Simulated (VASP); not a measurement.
# InSe (R3m) in VASP: notebook, part 2 of 3

VASP 6.6.1. Earlier steps stand in the parts before.

## Step 4: Electric field gradients, PBEsol (zz strain of +1 %)

Contents of INCAR:

```
SYSTEM = InSe
ALGO = Normal ; EDIFF = 1E-8
ENCUT = 520 ; GGA = PS
ISIF = 2 ; ISMEAR = -1
LASPH = .True. ; LCHARG = .False.
LEFG = .True. ; LREAL = .False.
LWAVE = .False. ; NBANDS = 27
NELM = 60 ; PREC = Accurate
SIGMA = 0.01
```

Contents of KPOINTS:

```
k-points
0
Gamma
  7 7 7
  0 0 0
```

Contents of POSCAR:

```
InSe
1.0
    1.9999996503      1.1547003365      8.3998367000
   -1.9999996503      1.1547003365      8.3998367000
    0.0000000000     -2.3094006730      8.3998367000
In Se
2 2
Direct
    0.0000000000      0.0000000000      0.0000000000
    0.1122000000      0.1122000000      0.1122000000
    0.6155000000      0.6155000000      0.6155000000
    0.8300000000      0.8300000000      0.8300000000
```

Potentials or basis: VASP PAW PBE potentials, release 64 (In_d, Se).

Started as:

```console
$ cat potpaw_PBE.64/In_d/POTCAR potpaw_PBE.64/Se/POTCAR > POTCAR
$ mpirun -np 1 vasp_std > vasp.out
```

OUTCAR:

```text
SYSTEM = InSe
   EDIFF = 1E-8
   ENCUT = 520
   GGA = PS
   ISIF = 2
   ISMEAR = -1
   LASPH = .True.
   LREAL = .False.
   NELM = 60
   PREC = Accurate

 ion  position               nearest neighbor table
   1  0.000  0.000  0.000-   3 2.64   3 2.64   3 2.64   2 2.83
   2  0.112  0.112  0.112-   4 2.64   4 2.64   4 2.64   1 2.83
   3  0.615  0.615  0.615-   1 2.64   1 2.64   1 2.64
   4  0.830  0.830  0.830-   2 2.64   2 2.64   2 2.64

  LATTYP: Found a trigonal (rhomboedric) cell.
 ALAT       =     8.7115204215
 COS(alpha) =     0.8945851204

  Lattice vectors:

 A1 = (   1.9999996503,   1.1547003365,   8.3998367000)
 A2 = (  -1.9999996503,   1.1547003365,   8.3998367000)
 A3 = (   0.0000000000,  -2.3094006730,   8.3998367000)

Analysis of symmetry for initial positions (statically):
=====================================================================
 Subroutine PRICEL returns:
 Original cell was already a primitive cell.

 Routine SETGRP: Setting up the symmetry group for a
 trigonal (rhombohedral) supercell.

 Subroutine GETGRP returns: Found  6 space group operations
 (whereof  6 operations were pure point group operations)
 out of a pool of 12 trial point group operations.

The static configuration has the point symmetry C_3v.

Analysis of symmetry for dynamics (positions and initial velocities):
=====================================================================
 Subroutine PRICEL returns:
 Original cell was already a primitive cell.

 Routine SETGRP: Setting up the symmetry group for a
 trigonal (rhombohedral) supercell.

 Subroutine GETGRP returns: Found  6 space group operations
 (whereof  6 operations were pure point group operations)
 out of a pool of 12 trial point group operations.

The dynamic configuration has the point symmetry C_3v.

 Subroutine INISYM returns: Found  6 space group operations
 (whereof  6 operations are pure point group operations),
 and found     1 'primitive' translations

----------------------------------------------------------------------------------------

                                     Primitive cell

  volume of cell :     116.3915

  direct lattice vectors                    reciprocal lattice vectors
     1.999999650  1.154700336  8.399836700     0.250000044  0.144337593  0.039683311
    -1.999999650  1.154700336  8.399836700    -0.250000044  0.144337593  0.039683311
     0.000000000 -2.309400673  8.399836700     0.000000000 -0.288675185  0.039683311

  length of vectors
     8.711520422  8.711520422  8.711520422     0.291389992  0.291389992  0.291389992

  position of ions in fractional coordinates (direct lattice)
     0.000000000  0.000000000  0.000000000
     0.112200000  0.112200000  0.112200000
     0.615500000  0.615500000  0.615500000
     0.830000000  0.830000000  0.830000000

  ion indices of the primitive-cell ions
   primitive index   ion index
                 1           1
[... 86 lines left out ...]
   NELECT =      38.0000    total number of electrons
   NUPDOWN=      -1.0000    fix difference up-down
   EMIN   =  10.00;   EMAX   =-10.00  energy-range for DOS
   EFERMI =   0.00;   METHOD = LEGACY
   ISMEAR =    -1;   SIGMA  =   0.01  broadening in eV -4-tet -1-fermi 0-gaus
   EFERMI_NEDOS =   21; number of points for ismear=-14 and -15
   IALGO  =     38    algorithm
   IMIX   =      4    mixing-type and parameters
     AMIX     =   0.40;   BMIX     =  1.00
     AMIX_MAG =   1.60;   BMIX_MAG =  1.00
  volume/ion in A,a.u.               =      29.10       196.36
  Fermi-wavevector in a.u.,A,eV,Ry     =   1.127273  2.130236 17.289513  1.270743
  Thomas-Fermi vector in A             =   2.263958
   LORBIT       =      0    0 simple, 1 ext, 2 COOP (PROOUT), +10 PAW based schemes
   GGA     = PS    functional components
   LHFCALC =     F    Hartree Fock is set to
   AEXX    =    0.0000 exact exchange contribution
   IVDW    =     0    specifies the selected vdW correction
   LEPSILON=     F    determine dielectric tensor
   LRPA    =     F    only Hartree local field effects (RPA)
 non-spin polarized calculation
  energy-cutoff  :      520.00
  volume of cell :      116.39
 maximum number of plane-waves:      3164
 NGX is ok and might be reduce to    70
   NGX = 33   NGY = 33   NGZ = 33

 number of electron      37.9999999 magnetization

 Free energy of the ion-electron system (eV)
  ---------------------------------------------------
  ext. energy  EPLUGINS =         0.00000000
  ---------------------------------------------------
  free energy    TOTEN  =       -15.58886117 eV

  energy without entropy =      -15.58886117  energy(sigma->0) =      -15.58886117

 E-fermi :   4.1095     XC(G=0):  -9.1365

 val. band max:        3.8544745542   @ k =  -0.4286   0.4286   0.4286
 cond. band min:       4.5224656836   @ k =   0.4286   0.4286   0.4286
 fundamental gap:      0.6679911295
 Fermi energy:         4.1094651381

 k-point     1 :       0.0000    0.0000    0.0000
  band No.  band energies     occupation
      1     -10.6853      2.00000
      2     -10.5166      2.00000
      3     -10.5166      2.00000
      4     -10.4447      2.00000
      5     -10.4447      2.00000
      6     -10.4233      2.00000
[... 709 lines left out ...]
     26      10.5394      0.00000
     27      11.0002      0.00000

 [... further k-points ...]

------------------------ aborting loop because EDIFF is reached ----------------------------------------

  FORCE on cell =-STRESS in cart. coord.  units (eV):
  Direction    XX          YY          ZZ          XY          YZ          ZX
  --------------------------------------------------------------------------------------
  -------------------------------------------------------------------------------------
  Total        0.1592451      0.1592451     -0.6935759      0.0000000      0.0000000      0.0000000
  in kB        2.1920743      2.1920743     -9.5473591      0.0000000      0.0000000      0.0000000
  external PRESSURE =      -1.7210702 kB  Pullay stress =       0.0000000 kB

 VOLUME and BASIS-vectors are now :
 -----------------------------------------------------------------------------
  energy-cutoff  :      520.00
  volume of cell :      116.39
      direct lattice vectors                 reciprocal lattice vectors
     1.999999650  1.154700336  8.399836700     0.250000044  0.144337593  0.039683311
    -1.999999650  1.154700336  8.399836700    -0.250000044  0.144337593  0.039683311
     0.000000000 -2.309400673  8.399836700     0.000000000 -0.288675185  0.039683311

 POSITION                                       TOTAL-FORCE (eV/Angst)
 -----------------------------------------------------------------------------------
      0.00000      0.00000      0.00000         0.000000     -0.000000      0.211110
      0.00000      0.00000      2.82739         0.000000      0.000000     -0.210365
      0.00000      0.00000     15.51030         0.000000      0.000000      0.051153
      0.00000      0.00000     20.91559         0.000000      0.000000     -0.051898
 -----------------------------------------------------------------------------------
    total drift:                               -0.000000     -0.000000      0.000038

  FREE ENERGIE OF THE ION-ELECTRON SYSTEM (eV)
  ---------------------------------------------------
  free  energy   TOTEN  =       -15.5888611703 eV

  energy  without entropy=      -15.5888611703  energy(sigma->0) =      -15.58886117

 Electric field gradients (V/A^2)
---------------------------------------------------------------------
 ion       V_xx      V_yy      V_zz      V_xy      V_xz      V_yz
---------------------------------------------------------------------
   1      49.204    49.204   -98.409    -0.000     0.000    -0.000
   2      49.290    49.290   -98.581    -0.000     0.000     0.000
   3      25.921    25.921   -51.843     0.000     0.000    -0.000
   4      27.748    27.748   -55.495     0.000    -0.000     0.000
---------------------------------------------------------------------

 Electric field gradients after diagonalization (V/A^2)
 (convention: |V_zz| > |V_xx| > |V_yy|)
----------------------------------------------------------------------
 ion       V_xx      V_yy      V_zz     asymmetry (V_yy - V_xx)/ V_zz
----------------------------------------------------------------------
   1      49.204    49.204   -98.409       0.000
   2      49.290    49.290   -98.581       0.000
   3      25.921    25.921   -51.843       0.000
   4      27.748    27.748   -55.495       0.000
----------------------------------------------------------------------

           NMR quadrupolar parameters

 Cq : quadrupolar parameter    Cq=e*Q*V_zz/h
 eta: asymmetry parameters     (V_yy - V_xx)/ V_zz
 Q  : nuclear electric quadrupole moment in mb (millibarn)
----------------------------------------------------------------------
 ion       Cq(MHz)       eta       Q (mb)
----------------------------------------------------------------------
   1      -0.238       0.000       1.000
   2      -0.238       0.000       1.000
   3      -0.125       0.000       1.000
   4      -0.134       0.000       1.000
----------------------------------------------------------------------
```

It took 8.5 min on 1 thread of Intel Xeon 6975P-C (Granite Rapids), shared host; peak memory 0.71 GiB.

What came out:

```yaml
Free_energy: -15.5889 eV
Pressure: -0.2 GPa
Largest_force: 0.211 eV/Å
Band_gap_on_the_k_mesh: 0.67 eV (least direct gap 0.71 eV)
Largest_electric_field_gradient_by_atom: In -98.4, -98.6; Se -51.8, -55.5 V/Å²
```

Forces in eV/Å, atoms in the order of the input:
```
In   0.000  0.000  0.211
In   0.000  0.000 -0.210
Se   0.000  0.000  0.051
Se   0.000  0.000 -0.052
```

Levels at points of the mesh, in eV from the valence-band top:
| k point | band 16 | band 17 | band 18 | band 19 | band 20 | band 21 | band 22 | band 23 |
| --- | --- | --- | --- | --- | --- | --- | --- | --- |
| (0.00, 0.00, 0.00) | -1.13 | -1.13 | -1.00 | -1.00 | 1.87 | 2.17 | 4.54 | 4.54 |

Electric field gradients, principal values (V/Å²):
| atom | least | middle | greatest (by size) |
| --- | --- | --- | --- |
| 1 In | 49.204 | 49.204 | -98.409 |
| 2 In | 49.290 | 49.290 | -98.581 |
| 3 Se | 25.921 | 25.921 | -51.843 |
| 4 Se | 27.748 | 27.748 | -55.495 |

Caveat: the cell differs from its parent crystal (zz strain of +1 %); semilocal functionals underestimate gaps, and a narrow one can read as zero; without QUAD_EFG the Cq values of the log hold for a quadrupole moment of 1 mb, not for the nuclei; the PAW data sets were made with another functional, which shifts forces and pressure a little; spin-orbit coupling is left out, which moves the levels of the heavy elements.

## Step 5: Electric field gradients, PBEsol (zz strain of +3 %)

Contents of INCAR:

```
PREC = Accurate
ENCUT = 520
EDIFF = 1E-8
ISMEAR = -1
SIGMA = 0.01
LREAL = False
LASPH = True
NELM = 100
ALGO = Normal
ISIF = 2
LWAVE = False
LCHARG = False
GGA = PS
LEFG = True
NBANDS = 27
```

Contents of KPOINTS:

```
Automatic mesh
0
Gamma
  7 7 7
```

Contents of POSCAR:

```
InSe
1.0
    1.9999996503      1.1547003365      8.5661701000
   -1.9999996503      1.1547003365      8.5661701000
    0.0000000000     -2.3094006730      8.5661701000
In Se
2 2
Direct
    0.0000000000      0.0000000000      0.0000000000
    0.1122000000      0.1122000000      0.1122000000
    0.6155000000      0.6155000000      0.6155000000
    0.8300000000      0.8300000000      0.8300000000
```

Potentials or basis: VASP PAW PBE potentials, release 64 (In_d, Se).

Started as:

```console
$ cat potpaw_PBE.64/In_d/POTCAR potpaw_PBE.64/Se/POTCAR > POTCAR
$ mpirun -np 1 vasp_std > vasp.out
```

OUTCAR:

```text
PREC = Accurate
   ENCUT = 520
   EDIFF = 1E-8
   ISMEAR = -1
   LREAL = False
   LASPH = True
   NELM = 100
   ISIF = 2
   GGA = PS

 ion  position               nearest neighbor table
   1  0.000  0.000  0.000-   3 2.66   3 2.66   3 2.66   2 2.88
   2  0.112  0.112  0.112-   4 2.66   4 2.66   4 2.66   1 2.88
   3  0.615  0.615  0.615-   1 2.66   1 2.66   1 2.66
   4  0.830  0.830  0.830-   2 2.66   2 2.66   2 2.66

  LATTYP: Found a trigonal (rhomboedric) cell.
 ALAT       =     8.8720122661
 COS(alpha) =     0.8983644673

  Lattice vectors:

 A1 = (   1.9999996503,   1.1547003365,   8.5661701000)
 A2 = (  -1.9999996503,   1.1547003365,   8.5661701000)
 A3 = (   0.0000000000,  -2.3094006730,   8.5661701000)

Analysis of symmetry for initial positions (statically):
=====================================================================
 Subroutine PRICEL returns:
 Original cell was already a primitive cell.

 Routine SETGRP: Setting up the symmetry group for a
 trigonal (rhombohedral) supercell.

 Subroutine GETGRP returns: Found  6 space group operations
 (whereof  6 operations were pure point group operations)
 out of a pool of 12 trial point group operations.

The static configuration has the point symmetry C_3v.

Analysis of symmetry for dynamics (positions and initial velocities):
=====================================================================
 Subroutine PRICEL returns:
 Original cell was already a primitive cell.

 Routine SETGRP: Setting up the symmetry group for a
 trigonal (rhombohedral) supercell.

[... 885 lines left out ...]
------------------------ aborting loop because EDIFF is reached ----------------------------------------

  FORCE on cell =-STRESS in cart. coord.  units (eV):
  Direction    XX          YY          ZZ          XY          YZ          ZX
  --------------------------------------------------------------------------------------
  -------------------------------------------------------------------------------------
  Total       -0.2338423     -0.2338423     -1.8760258     -0.0000000      0.0000000      0.0000000
  in kB       -3.1564331     -3.1564331    -25.3228292     -0.0000000      0.0000000      0.0000000
  external PRESSURE =     -10.5452318 kB  Pullay stress =       0.0000000 kB

 VOLUME and BASIS-vectors are now :
 -----------------------------------------------------------------------------
  energy-cutoff  :      520.00
  volume of cell :      118.70
      direct lattice vectors                 reciprocal lattice vectors
     1.999999650  1.154700336  8.566170100     0.250000044  0.144337593  0.038912761
    -1.999999650  1.154700336  8.566170100    -0.250000044  0.144337593  0.038912761
     0.000000000 -2.309400673  8.566170100     0.000000000 -0.288675185  0.038912761

 POSITION                                       TOTAL-FORCE (eV/Angst)
 -----------------------------------------------------------------------------------
      0.00000      0.00000      0.00000         0.000000     -0.000000      0.256055
      0.00000      0.00000      2.88337         0.000000     -0.000000     -0.255420
      0.00000      0.00000     15.81743         0.000000      0.000000      0.208847
      0.00000      0.00000     21.32976         0.000000     -0.000000     -0.209481
 -----------------------------------------------------------------------------------
    total drift:                               -0.000000     -0.000000      0.000355

  FREE ENERGIE OF THE ION-ELECTRON SYSTEM (eV)
  ---------------------------------------------------
  free  energy   TOTEN  =       -15.5640370596 eV

  energy  without entropy=      -15.5640370596  energy(sigma->0) =      -15.56403706

 Electric field gradients (V/A^2)
---------------------------------------------------------------------
 ion       V_xx      V_yy      V_zz      V_xy      V_xz      V_yz
---------------------------------------------------------------------
   1      45.007    45.007   -90.014    -0.000     0.000    -0.000
   2      45.070    45.070   -90.141     0.000     0.000     0.000
   3      20.184    20.184   -40.367     0.000    -0.000    -0.000
   4      21.647    21.647   -43.294     0.000     0.000     0.000
---------------------------------------------------------------------

 Electric field gradients after diagonalization (V/A^2)
 (convention: |V_zz| > |V_xx| > |V_yy|)
----------------------------------------------------------------------
 ion       V_xx      V_yy      V_zz     asymmetry (V_yy - V_xx)/ V_zz
----------------------------------------------------------------------
   1      45.007    45.007   -90.014       0.000
   2      45.070    45.070   -90.141       0.000
   3      20.184    20.184   -40.367       0.000
   4      21.647    21.647   -43.294       0.000
----------------------------------------------------------------------

           NMR quadrupolar parameters

 Cq : quadrupolar parameter    Cq=e*Q*V_zz/h
 eta: asymmetry parameters     (V_yy - V_xx)/ V_zz
 Q  : nuclear electric quadrupole moment in mb (millibarn)
----------------------------------------------------------------------
 ion       Cq(MHz)       eta       Q (mb)
----------------------------------------------------------------------
   1      -0.218       0.000       1.000
   2      -0.218       0.000       1.000
   3      -0.098       0.000       1.000
   4      -0.105       0.000       1.000
----------------------------------------------------------------------
```

Wall time 9.8 min (1 thread of Intel Xeon 6975P-C (Granite Rapids), shared host); peak memory 0.7 GiB.

Results:

- Free energy: -15.5640 eV
- Pressure: -1.1 GPa
- Largest force: 0.256 eV/Å
- Band gap on the k mesh: 0.69 eV (least direct gap 0.74 eV)
- Largest electric field gradient by atom: In -90.0, -90.1; Se -40.4, -43.3 V/Å²

Forces in eV/Å, atoms in the order of the input:
```
In   0.000  0.000  0.256
In   0.000  0.000 -0.255
Se   0.000  0.000  0.209
Se   0.000  0.000 -0.209
```

Levels at points of the mesh, in eV from the valence-band top:
| k point | band 15 | band 16 | band 17 | band 18 | band 19 | band 20 | band 21 | band 22 | band 23 | band 24 |
| --- | --- | --- | --- | --- | --- | --- | --- | --- | --- | --- |
| (0.00, 0.00, 0.00) | -1.39 | -1.00 | -1.00 | -0.89 | -0.89 | 1.91 | 2.23 | 4.68 | 4.68 | 5.04 |

Electric field gradients, principal values (V/Å²):
```
atom   least  middle  greatest (by size)
1 In  45.007  45.007             -90.014
2 In  45.070  45.070             -90.141
3 Se  20.184  20.184             -40.367
4 Se  21.647  21.647             -43.294
```

Caveat: the cell differs from its parent crystal (zz strain of +3 %); semilocal functionals underestimate gaps, and a narrow one can read as zero; without QUAD_EFG the Cq values of the log hold for a quadrupole moment of 1 mb, not for the nuclei; the PAW data sets were made with another functional, which shifts forces and pressure a little; spin-orbit coupling is left out, which moves the levels of the heavy elements. A k mesh can miss the band edges.

[end of part 2 of 3]
